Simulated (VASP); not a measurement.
# VCrC2 (R-3m) in VASP: further runs

Aim: see how the results for VCrC2 move with the level of theory and the settings. Levels: PBEsol, r2SCAN. Tasks: single point.

All numbers are computed with VASP 6.6.1; they aren't measurements. Logs are shortened: lines on timing, memory, paths and dates and some standing lists are left out, and cuts for length are marked.

### Step 1. The cell of the first run

Symmetry: R-3m, No. 166, trigonal system. The conventional cell has a = 2.902 Å, b = 2.902 Å, c = 14.123 Å, α = 90.00°, β = 90.00°, γ = 120.00°. Within 2.7 Å of Cr (site symmetry -3m) lie 6 C at 2.04 Å. Within 2.7 Å of V (site symmetry -3m) lie 6 C at 2.06 Å. Within 2.7 Å of C (site symmetry 3m) lie 3 Cr at 2.04 Å and 3 V at 2.06 Å.

### Step 2. Single point, PBEsol, collinear spin, ferromagnetic start (8.58 Å³/atom)

File INCAR:

```
ALGO = Normal
EDIFF = 1E-6
ENCUT = 520
GGA = PS
ISIF = 2
ISMEAR = -1
ISPIN = 2
LASPH = True
LCHARG = False
LMAXMIX = 4
LORBIT = 11
LREAL = False
LWAVE = False
MAGMOM = 3 2 0 0
NBANDS = 28
NELM = 150
PREC = Accurate
SIGMA = 0.05
```

File KPOINTS:

```
k-points
0
Gamma
  11 11 11
```

File POSCAR:

```
VCrC2
1.0
    1.4508288475      0.8376364256      4.7075764097
   -1.4508288475      0.8376364256      4.7075764097
    0.0000000000     -1.6752728513      4.7075764097
Cr V C
1 1 2
Direct
    0.5000000000      0.5000000000      0.5000000000
    0.0000000000      0.0000000000      0.0000000000
    0.2487590000      0.2487590000      0.2487590000
    0.7512410000      0.7512410000      0.7512410000
```

Potentials or basis: VASP PAW PBE potentials, release 64 (Cr_pv, V_sv, C).

On the command line:

```
> cat potpaw_PBE.64/Cr_pv/POTCAR potpaw_PBE.64/V_sv/POTCAR potpaw_PBE.64/C/POTCAR > POTCAR
> mpirun -np 1 vasp_std > vasp.out
```

OUTCAR:

```text
EDIFF = 1E-6
   ENCUT = 520
   GGA = PS
   ISIF = 2
   ISMEAR = -1
   ISPIN = 2
   LASPH = True
   LORBIT = 11
   LREAL = False
   NELM = 150
   PREC = Accurate

 ion  position               nearest neighbor table
   1  0.500  0.500  0.500-   3 2.04   4 2.04   3 2.04   3 2.04   4 2.04   4 2.04   2 2.89   2 2.89
                             2 2.89   2 2.89   2 2.89   2 2.89
   2  0.000  0.000  0.000-   4 2.06   3 2.06   4 2.06   4 2.06   3 2.06   3 2.06   1 2.89   1 2.89
                             1 2.89   1 2.89   1 2.89   1 2.89
   3  0.249  0.249  0.249-   1 2.04   1 2.04   1 2.04   2 2.06   2 2.06   2 2.06
   4  0.751  0.751  0.751-   1 2.04   1 2.04   1 2.04   2 2.06   2 2.06   2 2.06

  LATTYP: Found a trigonal (rhomboedric) cell.
 ALAT       =     4.9967804414
 COS(alpha) =     0.8313905832

  Lattice vectors:

 A1 = (   1.4508288475,   0.8376364256,   4.7075764097)
 A2 = (  -1.4508288475,   0.8376364256,   4.7075764097)
 A3 = (   0.0000000000,  -1.6752728513,   4.7075764097)

Analysis of symmetry for initial positions (statically):
=====================================================================
 Subroutine PRICEL returns:
 Original cell was already a primitive cell.

 Routine SETGRP: Setting up the symmetry group for a
 trigonal (rhombohedral) supercell.

 Subroutine GETGRP returns: Found 12 space group operations
 (whereof 12 operations were pure point group operations)
 out of a pool of 12 trial point group operations.

The static configuration has the point symmetry D_3d.

Analysis of symmetry for dynamics (positions and initial velocities):
=====================================================================
 Subroutine PRICEL returns:
 Original cell was already a primitive cell.

 Routine SETGRP: Setting up the symmetry group for a
 trigonal (rhombohedral) supercell.

 Subroutine GETGRP returns: Found 12 space group operations
 (whereof 12 operations were pure point group operations)
 out of a pool of 12 trial point group operations.

The dynamic configuration has the point symmetry D_3d.

Analysis of structural, dynamic, and magnetic symmetry:
=====================================================================
 Subroutine PRICEL returns:
 Original cell was already a primitive cell.

 Routine SETGRP: Setting up the symmetry group for a
 trigonal (rhombohedral) supercell.

 Subroutine GETGRP returns: Found 12 space group operations
 (whereof 12 operations were pure point group operations)
 out of a pool of 12 trial point group operations.

The overall configuration has the point symmetry D_3d.

 Subroutine INISYM returns: Found 12 space group operations
 (whereof 12 operations are pure point group operations),
 and found     1 'primitive' translations

----------------------------------------------------------------------------------------

                                     Primitive cell

  volume of cell :      34.3258

  direct lattice vectors                    reciprocal lattice vectors
     1.450828847  0.837636426  4.707576410     0.344630589  0.198972563  0.070807843
    -1.450828847  0.837636426  4.707576410    -0.344630589  0.198972563  0.070807843
     0.000000000 -1.675272851  4.707576410     0.000000000 -0.397945126  0.070807843

  length of vectors
     4.996780441  4.996780441  4.996780441     0.404195589  0.404195589  0.404195589

  position of ions in fractional coordinates (direct lattice)
     0.500000000  0.500000000  0.500000000
     0.000000000  0.000000000  0.000000000
     0.248759000  0.248759000  0.248759000
     0.751241000  0.751241000  0.751241000

  ion indices of the primitive-cell ions
   primitive index   ion index
                 1           1
                 2           2
                 3           3
                 4           4

----------------------------------------------------------------------------------------

 KPOINTS: k-points

Automatic generation of k-mesh.
 Grid dimensions read from file:
 generate k-points for:   11   11   11

 Generating k-lattice:

  Cartesian coordinates                     Fractional coordinates (reciprocal lattice)
     0.031330054  0.018088415  0.006437077     0.090909091  0.000000000  0.000000000
    -0.031330054  0.018088415  0.006437077     0.000000000  0.090909091  0.000000000
     0.000000000 -0.036176830  0.006437077     0.000000000  0.000000000  0.090909091

  Length of vectors
     0.036745054  0.036745054  0.036745054

  Shift w.r.t. Gamma in fractional coordinates (k-lattice)
     0.000000000  0.000000000  0.000000000

 Subroutine IBZKPT returns following result:
 ===========================================

 Found    146 irreducible k-points:

 Following reciprocal coordinates:
            Coordinates               Weight
  0.000000  0.000000  0.000000      1.000000
  0.090909  0.000000  0.000000      6.000000
  0.181818  0.000000  0.000000      6.000000
  0.272727  0.000000  0.000000      6.000000
  0.363636  0.000000  0.000000      6.000000
  0.454545 -0.000000 -0.000000      6.000000
[... 16 lines left out ...]
 -0.272727  0.181818 -0.000000     12.000000
 -0.181818  0.181818  0.000000      6.000000
 [... further k-points ...]
   k-points           NKPTS =    146   k-points in BZ     NKDIM =    146   number of bands    NBANDS=     28
   number of dos      NEDOS =    301   number of ions     NIONS =      4
   total plane-waves  NPLWV =  64000
   dimension x,y,z NGX =    40 NGY =   40 NGZ =   40
   dimension x,y,z NGXF=    80 NGYF=   80 NGZF=   80
   ions per type =               1   1   2
   NGX,Y,Z   is equivalent  to a cutoff of  13.31, 13.31, 13.31 a.u.
   NGXF,Y,Z  is equivalent  to a cutoff of  26.62, 26.62, 26.62 a.u.
 SYSTEM =  unknown system
   PREC   = accura    normal or accurate (medium, high low for compatibility)
   ISTART =      0    job   : 0-new  1-cont  2-samecut
   ICHARG =      2    charge: 1-file 2-atom 10-const
   ISPIN  =      2    spin polarized calculation?
   LNONCOLLINEAR =      F non collinear calculations
   LSORBIT =      F    spin-orbit coupling
   LASPH  =      T    aspherical Exc in radial PAW
   ENCUT  =  520.0 eV  38.22 Ry    6.18 a.u.   9.29  9.29  9.29*2*pi/ulx,y,z
   NELM   =    150;   NELMIN=  2; NELMDL= -5     # of ELM steps
   EDIFF  = 0.1E-05   stopping-criterion for ELM
   LREAL  =      F    real-space projection
   EDIFFG = 0.1E-04   stopping-criterion for IOM
   NSW    =      0    number of steps for IOM
   IBRION =     -1    ionic relax: 0-MD 1-quasi-New 2-CG
   NFREE  =      0    steps in history (QN), initial steepest desc. (CG)
   ISIF   =      2    stress and relaxation
   ISYM   =      2    0-nonsym 1-usesym 2-fastsym
   POTIM  = 0.5000    time-step for ionic-motion
   TEBEG  =    0.0;   TEEND  =   0.0 temperature during run
   PSTRESS=    0.0 pullay stress
   NELECT =      33.0000    total number of electrons
   NUPDOWN=      -1.0000    fix difference up-down
   EMIN   =  10.00;   EMAX   =-10.00  energy-range for DOS
   EFERMI =   0.00;   METHOD = LEGACY
   ISMEAR =    -1;   SIGMA  =   0.05  broadening in eV -4-tet -1-fermi 0-gaus
   EFERMI_NEDOS =   21; number of points for ismear=-14 and -15
   IALGO  =     38    algorithm
   IMIX   =      4    mixing-type and parameters
     AMIX     =   0.40;   BMIX     =  1.00
     AMIX_MAG =   1.60;   BMIX_MAG =  1.00
  volume/ion in A,a.u.               =       8.58        57.91
  Fermi-wavevector in a.u.,A,eV,Ry     =   1.615745  3.053314 35.519782  2.610630
  Thomas-Fermi vector in A             =   2.710443
   LORBIT       =     11    0 simple, 1 ext, 2 COOP (PROOUT), +10 PAW based schemes
   GGA     = PS    functional components
   LHFCALC =     F    Hartree Fock is set to
   AEXX    =    0.0000 exact exchange contribution
   IVDW    =     0    specifies the selected vdW correction
   LEPSILON=     F    determine dielectric tensor
   LRPA    =     F    only Hartree local field effects (RPA)
 spin polarized calculation
  energy-cutoff  :      520.00
  volume of cell :       34.33
 maximum number of plane-waves:       960
 NGX is ok and might be reduce to    40
   NGX = 19   NGY = 19   NGZ = 19

 number of electron      33.0000000 magnetization       0.0025439

 Free energy of the ion-electron system (eV)
  ---------------------------------------------------
  ext. energy  EPLUGINS =         0.00000000
  ---------------------------------------------------
  free energy    TOTEN  =       -40.00895184 eV

  energy without entropy =      -39.98162102  energy(sigma->0) =      -39.99528643

 E-fermi :  11.2920     XC(G=0): -13.8383

 val. band max:       11.2885964055   @ k =  -0.4545   0.2727   0.1818
 cond. band min:      11.2936725202   @ k =   0.4545   0.2727   0.0000
 fundamental gap:      0.0050761148
 Fermi energy:        11.2920316640

 spin component 1

 k-point     1 :       0.0000    0.0000    0.0000
  band No.  band energies     occupation
      1     -53.4246      1.00000
      2     -32.4030      1.00000
      3     -32.3151      1.00000
      4     -32.3151      1.00000
      5     -27.4849      1.00000
      6     -27.2010      1.00000
[... 20 lines left out ...]
     27      19.4439      0.00000
     28      23.1148      0.00000

 k-point     2 :       0.0909    0.0000    0.0000
  band No.  band energies     occupation
      1     -53.4205      1.00000
      2     -32.3994      1.00000
      3     -32.3337      1.00000
      4     -32.3194      1.00000
      5     -27.4802      1.00000
      6     -27.2321      1.00000
[... 20 lines left out ...]
     27      20.1950      0.00000
     28      23.3950      0.00000

 k-point     3 :       0.1818    0.0000    0.0000
  band No.  band energies     occupation
      1     -53.4094      1.00000
      2     -32.3899      1.00000
      3     -32.3830      1.00000
      4     -32.3309      1.00000
      5     -27.4676      1.00000
      6     -27.3148      1.00000
[... 616 lines left out ...]
      3     -32.3940      1.00000
      4     -32.3619      1.00000
      5     -27.5070      1.00000
      6     -27.4283      1.00000
[... 20 lines left out ...]
     27      23.1008      0.00000
     28      24.5328      0.00000

 k-point    24 :      -0.1818    0.1818    0.0000
  band No.  band energies     occupation
      1     -53.3878      1.00000
      2     -32.4633      1.00000
      3     -32.3719      1.00000
      4     -32.3684      1.00000
      5     -27.4478      1.00000
      6     -27.4417      1.00000
[... 20 lines left out ...]
     27      23.7526      0.00000
     28      24.0109      0.00000

 [... further k-points ...]

 spin component 2

 k-point     1 :       0.0000    0.0000    0.0000
  band No.  band energies     occupation
      1     -53.4244      1.00000
      2     -32.3998      1.00000
      3     -32.3124      1.00000
      4     -32.3124      1.00000
      5     -27.4847      1.00000
      6     -27.2009      1.00000
[... 20 lines left out ...]
     27      19.4440      0.00000
     28      23.1147      0.00000

 k-point     2 :       0.0909    0.0000    0.0000
  band No.  band energies     occupation
      1     -53.4203      1.00000
      2     -32.3962      1.00000
      3     -32.3310      1.00000
      4     -32.3168      1.00000
      5     -27.4800      1.00000
      6     -27.2320      1.00000
[... 20 lines left out ...]
     27      20.1952      0.00000
     28      23.3950      0.00000

 k-point     3 :       0.1818    0.0000    0.0000
  band No.  band energies     occupation
      1     -53.4093      1.00000
      2     -32.3867      1.00000
      3     -32.3803      1.00000
      4     -32.3283      1.00000
      5     -27.4674      1.00000
      6     -27.3147      1.00000
[... 616 lines left out ...]
      3     -32.3913      1.00000
      4     -32.3587      1.00000
      5     -27.5069      1.00000
      6     -27.4282      1.00000
[... 20 lines left out ...]
     27      23.1009      0.00000
     28      24.5331      0.00000

 k-point    24 :      -0.1818    0.1818    0.0000
  band No.  band energies     occupation
      1     -53.3877      1.00000
      2     -32.4606      1.00000
      3     -32.3687      1.00000
      4     -32.3657      1.00000
      5     -27.4477      1.00000
      6     -27.4416      1.00000
[... 20 lines left out ...]
     27      23.7526      0.00000
     28      24.0111      0.00000

 [... further k-points ...]

------------------------ aborting loop because EDIFF is reached ----------------------------------------

  FORCE on cell =-STRESS in cart. coord.  units (eV):
  Direction    XX          YY          ZZ          XY          YZ          ZX
  --------------------------------------------------------------------------------------
  -------------------------------------------------------------------------------------
  Total       -1.1225082     -1.1225082     -1.1560107      0.0000000      0.0000000      0.0000000
  in kB      -52.3937823    -52.3937823    -53.9575322      0.0000000      0.0000000      0.0000000
  external PRESSURE =     -52.9150323 kB  Pullay stress =       0.0000000 kB

 VOLUME and BASIS-vectors are now :
 -----------------------------------------------------------------------------
  energy-cutoff  :      520.00
  volume of cell :       34.33
      direct lattice vectors                 reciprocal lattice vectors
     1.450828847  0.837636426  4.707576410     0.344630589  0.198972563  0.070807843
    -1.450828847  0.837636426  4.707576410    -0.344630589  0.198972563  0.070807843
     0.000000000 -1.675272851  4.707576410     0.000000000 -0.397945126  0.070807843

 POSITION                                       TOTAL-FORCE (eV/Angst)
 -----------------------------------------------------------------------------------
      0.00000     -0.00000      7.06136        -0.000000      0.000000      0.000000
      0.00000      0.00000      0.00000         0.000000      0.000000     -0.000000
      0.00000     -0.00000      3.51316         0.000000      0.000000     -0.009462
      0.00000     -0.00000     10.60957         0.000000     -0.000000      0.009462
 -----------------------------------------------------------------------------------
    total drift:                                0.000000      0.000000     -0.000000

  FREE ENERGIE OF THE ION-ELECTRON SYSTEM (eV)
  ---------------------------------------------------
  free  energy   TOTEN  =       -40.0089518437 eV

  energy  without entropy=      -39.9816210237  energy(sigma->0) =      -39.99528643

 total charge

# of ion       s       p       d       tot
------------------------------------------
    1        0.336   6.471   4.363  11.170
    2        2.273   6.344   3.223  11.839
    3        0.889   1.526   0.000   2.415
    4        0.889   1.526   0.000   2.415
--------------------------------------------------
tot          4.387  15.866   7.587  27.839

 magnetization (x)

# of ion       s       p       d       tot
------------------------------------------
    1        0.000   0.000   0.003   0.003
    2       -0.000  -0.000   0.000   0.000
    3       -0.000  -0.000   0.000  -0.000
    4       -0.000  -0.000   0.000  -0.000
--------------------------------------------------
tot         -0.000  -0.000   0.003   0.002
```

It took 9.1 min on 1 thread of Intel Xeon 6975P-C (Granite Rapids), shared host; peak memory 0.45 GiB.

What came out:

```yaml
Free_energy: -40.0090 eV
Pressure: -5.3 GPa
Largest_force: 0.009 eV/Å
Net_moment: 0.00 μB per cell
Valence_electrons_inside_the_program's_atomic_spheres: Cr 11.17; V 11.84; C 2.42
```

Forces in eV/Å, atoms in the order of the input:
```
Cr   0.000  0.000  0.000
V    0.000  0.000  0.000
C    0.000  0.000 -0.009
C    0.000  0.000  0.009
```

Caveat: the cell stands under tension; an empty level that is flat over the whole mesh can mark a ghost state of the potentials, or a narrow d or f band; the moments typed at the start vanished in this run; the PAW data sets were made with another functional, which shifts forces and pressure a little.

[end of part 1 of 2]
